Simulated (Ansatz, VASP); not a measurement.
TiAl3: VASP beside Ansatz

The input INCAR:

```
SYSTEM = TiAl3
PREC = Accurate
ENCUT = 520
EDIFF = 1E-6
ISMEAR = 0
SIGMA = 0.15
LREAL = .False.
LASPH = .True.
NELM = 60
ALGO = Fast
ISIF = 2
LWAVE = .False.
LCHARG = .True.
GGA = PS
LELF = .True.
LVHAR = .True.
NBANDS = 18
```

Contents of KPOINTS:

```
Automatic mesh
0
Gamma
  18 18 18
  0 0 0
```

Contents of POSCAR:

```
TiAl3
1.0
   -1.9077740733      1.8696185918      4.2769968076
    1.9077740733     -1.8696185918      4.2769968076
    1.9077740733      1.8696185918     -4.2769968076
Ti Al
1 3
Direct
    0.0000000000      0.0000000000      0.0000000000
    0.5000000000      0.5000000000      0.0000000000
    0.7500000000      0.2500000000      0.5000000000
    0.2500000000      0.7500000000      0.5000000000
```

Input for Ansatz:

```yaml
crystal:
  lattice:
    - [-1.9077740733, 1.8696185918, 4.2769968076]
    - [1.9077740733, -1.8696185918, 4.2769968076]
    - [1.9077740733, 1.8696185918, -4.2769968076]
  atoms:
    - { symbol: Ti, position: [0.0, 0.0, 0.0] }
    - { symbol: Al, position: [0.5, 0.5, 0.0] }
    - { symbol: Al, position: [0.75, 0.25, 0.5] }
    - { symbol: Al, position: [0.25, 0.75, 0.5] }
basis:
  ecutwfc: 420
kpoints:
  mp_grid: { grid: [18, 18, 18] }
hamiltonian:
  xc: pbesol
scf:
  occupations: { method: gaussian, width: 0.15 }
output:
  forces: true
  stress: true
  eigenvalues: true
```

Change from the starting cell: strain -0.0200 x Voigt [0, 1, 0, 0, 0, 0], atoms carried along.

Alike in both runs: task single point; functional PBEsol; k mesh 18 × 18 × 18; occupations gaussian, width 0.15 eV; no spin polarisation.

|  | VASP | Ansatz |
| --- | --- | --- |
| version | VASP 6.6.1 | Ansatz 0.2.0 |
| potentials or method | VASP PAW PBE potentials, release 64 (Ti_sv, Al), cutoff 520 eV | scalar-relativistic, plane waves, PAW |
| valence electrons in the cell | 21 | 21 |

Ansatz gave:

- gap on the k mesh at the Fermi level (eV): none
- pressure (GPa): 2.4
- traceless stress, the component that is largest in VASP (GPa): 1.83
- rms of the force components (eV/Å): 0.005

Problem. What did VASP give for the same quantities?

Solution. gap on the k mesh at the Fermi level (eV): none; pressure (GPa): 2.5; traceless stress, the component that is largest in VASP (GPa): 1.84; rms of the force components (eV/Å): 0.005.

VASP's potentials were made for PBE, not for PBEsol. Atom by atom the forces differ by 0.000 eV/Å (rms over components). A gap of «none» marks a metal or a gap that the smearing closes. The functional is the same, so the differences come from potentials, cutoffs and numerics.
